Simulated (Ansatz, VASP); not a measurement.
# One calculation of Hf3Br, two programs

```
Hf Br
1.0
    -2.86727    2.86727    2.86727
     2.86727   -2.86727    2.86727
     2.86727    2.86727   -2.86727
Hf Br
3 1
Direct
  0.00000 0.50000 0.50000
  0.50000 0.00000 0.50000
  0.50000 0.50000 0.00000
  0.00000 0.00000 0.00000
```

Alike in both runs: task relaxation of cell and atoms; functional PBE; k mesh 12 × 12 × 12; occupations gaussian, width 0.1 eV; no spin polarisation.

|  | VASP | Ansatz |
| --- | --- | --- |
| version | VASP 6.6.1 | Ansatz 0.2.0 |
| potentials or method | VASP PAW PBE potentials, release 64 (Hf_pv, Br), cutoff 600 eV | scalar-relativistic, plane waves, PAW |
| valence electrons in the cell | 37 | 85 |

Ansatz gave:

```
gap on the k mesh at the Fermi level, each at its own relaxed structure (eV) : none
relaxed volume (Å³/atom)                                                     : 23.98
relaxed cell length with the largest relative difference (Å)                 : 4.994
```

Task: What did VASP give for the same quantities?

Result: gap on the k mesh at the Fermi level, each at its own relaxed structure (eV): none; relaxed volume (Å³/atom): 23.81; relaxed cell length with the largest relative difference (Å): 4.983.

A gap of «none» marks a metal or a gap that the smearing closes. VASP's potentials hold 37 valence electrons a cell and Ansatz's 85, so a difference there can come from the potentials and not from the codes.

Spin-orbit coupling is off throughout.
